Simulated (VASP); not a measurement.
Crystal: Mg2Si.

```
CELL_PARAMETERS angstrom
0.00000 3.34928 3.34928
3.34928 0.00000 3.34928
3.34928 3.34928 0.00000
ATOMIC_POSITIONS crystal
Mg 0.25000 0.25000 0.25000
Mg 0.75000 0.75000 0.75000
Si 0.00000 0.00000 0.00000
```

This cell differs from its parent crystal: strain +5.7%.

Base run:

- Program: VASP 6.6.1
- Functional: PBE
- Potentials or basis: VASP PAW PBE potentials, release 64 (Mg, Si)
- Cutoff: 600 eV
- k mesh: 8 × 8 × 8
- Occupations: fermi-dirac, width 0.02 eV
- Spin: no spin polarisation

Its results: band gap on the k mesh 0.17 eV (least direct gap 0.97 eV); pressure -6.2 GPa.

Q: The run is repeated on the same cell with these changes: functional from PBE to r2SCAN; cutoff from 600 eV to 660 eV; occupations from fermi-dirac, width 0.02 eV to gaussian, width 0.01 eV. What comes out?

A: Band gap on the k mesh 0.49 eV (least direct gap 1.47 eV); pressure -7.1 GPa.

Caveats: the cell stands under tension; semilocal functionals underestimate gaps, and a narrow one can read as zero; the PAW data sets were made with another functional, which shifts forces and pressure a little (at least some runs).

A k mesh can miss the band edges.
